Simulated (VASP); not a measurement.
# MoS2 in VASP: settings compared

MoS2 is run at these levels: r2SCAN, PBEsol+U; tasks: single point.

Everything below comes from runs of VASP 6.6.1. Logs are shortened: lines on timing, memory, paths and dates and some standing lists are left out, and cuts for length are marked.

## (1) The cell of the first run

The cell holds a slab with vacuum, 9 atoms: a = 3.184 Å, b = 3.184 Å, c = 28.387 Å, α = 90.00°, β = 90.00°, γ = 120.00°.

## (2) Single point, r2SCAN

File POSCAR:

```
MoS2
1.0
    3.1840155185      0.0000000000      0.0000000000
   -1.5920077592      2.7574383250      0.0000000000
    0.0000000000      0.0000000000     28.3873198000
Mo S
3 6
Direct
    0.3333333333      0.6666666667      0.2281647700
    0.3333333333      0.6666666667      0.7718352300
    0.6666666667      0.3333333333      0.0000000000
    0.6666666667      0.3333333333      0.1734930900
    0.6666666667      0.3333333333      0.7171875100
    0.3333333333      0.6666666667      0.9453341200
    0.6666666667      0.3333333333      0.2828124900
    0.6666666667      0.3333333333      0.8265069100
    0.3333333333      0.6666666667      0.0546658800
```

File INCAR.step1:

```
SYSTEM = MoS2
ALGO = Normal
EDIFF = 1E-4
ENCUT = 520
GGA = PE
ISMEAR = -1
LASPH = .True.
LCHARG = .False.
LREAL = .False.
LWAVE = .True.
NBANDS = 49
NELM = 80
PREC = Accurate
SIGMA = 0.05
```

File INCAR.step2:

```
SYSTEM = MoS2
ALGO = Normal
EDIFF = 1E-6
ENCUT = 520
ISIF = 2
ISMEAR = -1
ISTART = 1
LASPH = .True.
LCHARG = .True.
LELF = .True.
LMIXTAU = .True.
LREAL = .False.
LVHAR = .True.
LWAVE = .False.
METAGGA = R2SCAN
NBANDS = 49
NELM = 80
PREC = Accurate
SIGMA = 0.05
```

File KPOINTS:

```
k-points
0
Gamma
  10 10 1
  0 0 0
```

Potentials or basis: VASP PAW PBE potentials, release 64 (Mo_sv, S).

Started as:

```bash
> cat potpaw_PBE.64/Mo_sv/POTCAR potpaw_PBE.64/S/POTCAR > POTCAR
> cp INCAR.step1 INCAR
> mpirun -np 1 vasp_std > vasp.out
> cp INCAR.step2 INCAR
> mpirun -np 1 vasp_std > vasp.out
```

OUTCAR:

```text
SYSTEM = MoS2
   EDIFF = 1E-6
   ENCUT = 520
   ISIF = 2
   ISMEAR = -1
   ISTART = 1
   LASPH = .True.
   LREAL = .False.
   METAGGA = R2SCAN
   NELM = 80
   PREC = Accurate

 ion  position               nearest neighbor table
   1  0.333  0.667  0.228-   7 2.41   7 2.41   7 2.41   4 2.41   4 2.41   4 2.41
   2  0.333  0.667  0.772-   5 2.41   5 2.41   5 2.41   8 2.41   8 2.41   8 2.41
   3  0.667  0.333  0.000-   6 2.41   9 2.41   6 2.41   9 2.41   6 2.41   9 2.41
   4  0.667  0.333  0.173-   1 2.41   1 2.41   1 2.41
   5  0.667  0.333  0.717-   2 2.41   2 2.41   2 2.41
   6  0.333  0.667  0.945-   3 2.41   3 2.41   3 2.41
   7  0.667  0.333  0.283-   1 2.41   1 2.41   1 2.41
   8  0.667  0.333  0.827-   2 2.41   2 2.41   2 2.41
   9  0.333  0.667  0.055-   3 2.41   3 2.41   3 2.41

  LATTYP: Found a hexagonal cell.
 ALAT       =     3.1840155185
 C/A-ratio  =     8.9155720615

  Lattice vectors:

 A1 = (   3.1840155185,   0.0000000000,   0.0000000000)
 A2 = (  -1.5920077592,   2.7574383250,   0.0000000000)
 A3 = (   0.0000000000,   0.0000000000,  28.3873198000)

Analysis of symmetry for initial positions (statically):
=====================================================================
 Subroutine PRICEL returns:
 Original cell was already a primitive cell.

 Routine SETGRP: Setting up the symmetry group for a
 hexagonal supercell.

 Subroutine GETGRP returns: Found 12 space group operations
 (whereof 12 operations were pure point group operations)
 out of a pool of 24 trial point group operations.

The static configuration has the point symmetry D_3h.

Analysis of symmetry for dynamics (positions and initial velocities):
=====================================================================
 Subroutine PRICEL returns:
 Original cell was already a primitive cell.

 Routine SETGRP: Setting up the symmetry group for a
 hexagonal supercell.

 Subroutine GETGRP returns: Found 12 space group operations
 (whereof 12 operations were pure point group operations)
 out of a pool of 24 trial point group operations.

The dynamic configuration has the point symmetry D_3h.

 Subroutine INISYM returns: Found 12 space group operations
 (whereof 12 operations are pure point group operations),
[... 99 lines left out ...]
   EDIFF  = 0.1E-05   stopping-criterion for ELM
   LREAL  =      F    real-space projection
   EDIFFG = 0.1E-04   stopping-criterion for IOM
   NSW    =      0    number of steps for IOM
   IBRION =     -1    ionic relax: 0-MD 1-quasi-New 2-CG
   NFREE  =      0    steps in history (QN), initial steepest desc. (CG)
   ISIF   =      2    stress and relaxation
   ISYM   =      2    0-nonsym 1-usesym 2-fastsym
   POTIM  = 0.5000    time-step for ionic-motion
   TEBEG  =    0.0;   TEEND  =   0.0 temperature during run
   PSTRESS=    0.0 pullay stress
   NELECT =      78.0000    total number of electrons
   NUPDOWN=      -1.0000    fix difference up-down
   EMIN   =  10.00;   EMAX   =-10.00  energy-range for DOS
   EFERMI =   0.00;   METHOD = LEGACY
   ISMEAR =    -1;   SIGMA  =   0.05  broadening in eV -4-tet -1-fermi 0-gaus
   EFERMI_NEDOS =   21; number of points for ismear=-14 and -15
   IALGO  =     38    algorithm
   IMIX   =      4    mixing-type and parameters
     AMIX     =   0.40;   BMIX     =  1.00
     AMIX_MAG =   1.60;   BMIX_MAG =  1.00
  volume/ion in A,a.u.               =      27.69       186.88
  Fermi-wavevector in a.u.,A,eV,Ry     =   1.111487  2.100407 16.808697  1.235404
  Thomas-Fermi vector in A             =   2.248051
   LORBIT       =      0    0 simple, 1 ext, 2 COOP (PROOUT), +10 PAW based schemes
   METAGGA = R2SCAN    functional components
   LHFCALC =     F    Hartree Fock is set to
   AEXX    =    0.0000 exact exchange contribution
   IVDW    =     0    specifies the selected vdW correction
   LEPSILON=     F    determine dielectric tensor
   LRPA    =     F    only Hartree local field effects (RPA)
 non-spin polarized calculation
  energy-cutoff  :      520.00
  volume of cell :      249.23
 maximum number of plane-waves:      6760
 NGX is ok and might be reduce to    24
   NGX = 11   NGY = 11   NGZ =105

 number of electron      77.9999999 magnetization

 Free energy of the ion-electron system (eV)
  ---------------------------------------------------
  ext. energy  EPLUGINS =         0.00000000
  ---------------------------------------------------
  free energy    TOTEN  =      -135.08629268 eV

  energy without entropy =     -135.08629256  energy(sigma->0) =     -135.08629262

 E-fermi :   3.2388     XC(G=0):  -7.7656

 val. band max:        2.6071422384   @ k =   0.0000   0.0000   0.0000
 cond. band min:       4.0032028737   @ k =   0.3000   0.3000   0.0000
 fundamental gap:      1.3960606352
 Fermi energy:         3.2388058206

 k-point     1 :       0.0000    0.0000    0.0000
  band No.  band energies     occupation
      1     -60.6769      2.00000
      2     -60.6763      2.00000
      3     -60.6763      2.00000
      4     -34.0895      2.00000
      5     -34.0886      2.00000
      6     -34.0886      2.00000
[... 717 lines left out ...]
     48       5.8021      0.00000
     49       7.1537      0.00000

------------------------ aborting loop because EDIFF is reached ----------------------------------------

  FORCE on cell =-STRESS in cart. coord.  units (eV):
  Direction    XX          YY          ZZ          XY          YZ          ZX
  --------------------------------------------------------------------------------------
  -------------------------------------------------------------------------------------
  Total        0.1399805      0.1399805      0.1696825      0.0000000      0.0000000     -0.0000000
  in kB        0.8998553      0.8998553      1.0907927      0.0000000      0.0000000     -0.0000000
  external PRESSURE =       0.9635011 kB  Pullay stress =       0.0000000 kB

 VOLUME and BASIS-vectors are now :
 -----------------------------------------------------------------------------
  energy-cutoff  :      520.00
  volume of cell :      249.23
      direct lattice vectors                 reciprocal lattice vectors
     3.184015518  0.000000000  0.000000000     0.314068821  0.181327718  0.000000000
    -1.592007759  2.757438325  0.000000000     0.000000000  0.362655437  0.000000000
     0.000000000  0.000000000 28.387319800     0.000000000  0.000000000  0.035226996

 POSITION                                       TOTAL-FORCE (eV/Angst)
 -----------------------------------------------------------------------------------
     -0.00000      1.83829      6.47699         0.000000     -0.000000      0.001949
     -0.00000      1.83829     21.91033         0.000000     -0.000000     -0.001949
      1.59201      0.91915      0.00000         0.000000     -0.000000      0.000000
      1.59201      0.91915      4.92500         0.000000     -0.000000     -0.019082
      1.59201      0.91915     20.35903         0.000000      0.000000     -0.020334
     -0.00000      1.83829     26.83550        -0.000000     -0.000000     -0.020217
      1.59201      0.91915      8.02829         0.000000      0.000000      0.020334
      1.59201      0.91915     23.46232        -0.000000     -0.000000      0.019082
     -0.00000      1.83829      1.55182        -0.000000     -0.000000      0.020217
 -----------------------------------------------------------------------------------
    total drift:                               -0.000000      0.000000      0.000000

  FREE ENERGIE OF THE ION-ELECTRON SYSTEM (eV)
  ---------------------------------------------------
  free  energy   TOTEN  =      -135.0862926757 eV

  energy  without entropy=     -135.0862925641  energy(sigma->0) =     -135.08629262
```

OSZICAR.step1:

```text
N       E                     dE             d eps       ncg     rms          rms(c)
DAV:   1     0.695488568635E+03    0.69549E+03   -0.42560E+04  1580   0.143E+03
DAV:   2    -0.226133882561E+02   -0.71810E+03   -0.69476E+03  1670   0.360E+02
DAV:   3    -0.684200482247E+02   -0.45807E+02   -0.44828E+02  1720   0.807E+01
DAV:   4    -0.700079634311E+02   -0.15879E+01   -0.15796E+01  1823   0.144E+01
DAV:   5    -0.700475237707E+02   -0.39560E-01   -0.39528E-01  1797   0.233E+00    0.414E+01
DAV:   6    -0.667012080568E+02    0.33463E+01   -0.26605E+01  1504   0.243E+01    0.159E+01
DAV:   7    -0.661553350365E+02    0.54587E+00   -0.11669E+01  1526   0.162E+01    0.100E+01
DAV:   8    -0.655297268895E+02    0.62561E+00   -0.21176E+00  1639   0.729E+00    0.337E+00
DAV:   9    -0.655527793678E+02   -0.23052E-01   -0.24216E-01  1822   0.190E+00    0.173E+00
DAV:  10    -0.655329234315E+02    0.19856E-01   -0.84729E-02  1683   0.149E+00    0.474E-01
DAV:  11    -0.655324879404E+02    0.43549E-03   -0.48929E-03  1728   0.332E-01    0.199E-01
DAV:  12    -0.655322490597E+02    0.23888E-03   -0.47383E-04  1443   0.873E-02    0.118E-01
DAV:  13    -0.655321202301E+02    0.12883E-03   -0.14512E-04  1176   0.500E-02    0.693E-02
DAV:  14    -0.655319989502E+02    0.12128E-03   -0.21265E-04  1248   0.537E-02    0.183E-02
DAV:  15    -0.655319923479E+02    0.66023E-05   -0.30957E-05   888   0.210E-02
   1 F= -.65531992E+02 E0= -.65531992E+02  d E =-.255001E-06
```

It took 14 min on 1 thread of Intel Xeon Platinum 8259CL at 2.50GHz (Skylake/Cascade Lake), shared host; peak memory 0.44 GiB.

Results:

```
Free energy            : -135.0863 eV
Largest force          : 0.020 eV/Å
Band gap on the k mesh : 1.40 eV, indirect (least direct gap 2.00 eV)
```

Forces in eV/Å, atoms in the order of the input:
```
Mo   0.000  0.000  0.002
Mo   0.000  0.000 -0.002
Mo   0.000  0.000  0.000
S    0.000  0.000 -0.019
S    0.000  0.000 -0.020
S    0.000  0.000 -0.020
S    0.000  0.000  0.020
S    0.000  0.000  0.019
S    0.000  0.000  0.020
```

Caveat: the PAW data sets were made with another functional, which shifts forces and pressure a little.

## (3) Single point, PBEsol+U

This run uses another cell than the first one, of 26.57 Å³/atom, 0.959 times its volume.

File INCAR:

```
SYSTEM = MoS2
  ALGO = Normal
  EDIFF = 1E-6
  ENCUT = 520
  GGA = PS
  ISIF = 2
  ISMEAR = -1
  LASPH = .True.
  LCHARG = .False.
  LDAU = .True.
  LDAUJ = 0 0
  LDAUL = 2 -1
  LDAUPRINT = 1
  LDAUTYPE = 2
  LDAUU = 3 0
  LMAXMIX = 4
  LREAL = .False.
  LWAVE = .False.
  NBANDS = 49
  NELM = 150
  PREC = Accurate
  SIGMA = 0.05
```

KPOINTS is that of step 2.

File POSCAR:

```
MoS2
1.0
    3.1410868280      0.0000000000      0.0000000000
   -1.5705434140      2.7202609885      0.0000000000
    0.0000000000      0.0000000000     27.9848819432
Mo S
3 6
Direct
    0.3333333333      0.6666666667      0.2241680639
    0.3333333333      0.6666666667      0.7758319361
    0.6666666667      0.3333333333      0.0000000000
    0.6666666667      0.3333333333      0.1684783871
    0.6666666667      0.3333333333      0.7201913518
    0.3333333333      0.6666666667      0.9443141617
    0.6666666667      0.3333333333      0.2798086482
    0.6666666667      0.3333333333      0.8315216129
    0.3333333333      0.6666666667      0.0556858383
```

Potentials or basis: VASP PAW PBE potentials, release 64 (Mo_sv, S).

Started as:

```bash
> cat potpaw_PBE.64/Mo_sv/POTCAR potpaw_PBE.64/S/POTCAR > POTCAR
> mpirun -np 1 vasp_std > vasp.out
```

Run time: 6.2 min. Hardware: 1 thread of Oxide Virtual Turin-like, shared host; peak memory 0.36 GiB.

It converged, with:

```
Free energy            : -59.5194 eV
Largest force          : 0.224 eV/Å
Band gap on the k mesh : 1.26 eV, indirect (least direct gap 1.96 eV)
```

Forces in eV/Å, atoms in the order of the input:
```
Mo   0.000  0.000  0.001
Mo   0.000  0.000 -0.001
Mo   0.000  0.000  0.000
S    0.000  0.000 -0.220
S    0.000  0.000 -0.224
S    0.000  0.000 -0.218
S    0.000  0.000  0.224
S    0.000  0.000  0.220
S    0.000  0.000  0.218
```

Levels at points of the mesh, in eV from the valence-band top:
```
           k point  band 36  band 37  band 38  band 39  band 40  band 41  band 42  band 43
(0.00, 0.00, 0.00)    -1.68    -0.83    -0.33     0.00     2.42     2.42     2.43     2.43
(0.50, 0.00, 0.00)    -1.35    -1.23    -1.19    -1.16     1.95     1.97     1.98     2.34
```

Eigenvalues of the final occupation matrices:
```csv
site,spin,trace,eigenvalues
site 1 d,1,1.99,0.39 0.39 0.40 0.40 0.42
site 1 d,2,1.99,0.39 0.39 0.40 0.40 0.42
site 2 d,1,1.99,0.39 0.39 0.40 0.40 0.42
site 2 d,2,1.99,0.39 0.39 0.40 0.40 0.42
site 3 d,1,1.99,0.39 0.39 0.40 0.40 0.42
site 3 d,2,1.99,0.39 0.39 0.40 0.40 0.42
```

Caveat: the PAW data sets were made with another functional, which shifts forces and pressure a little.
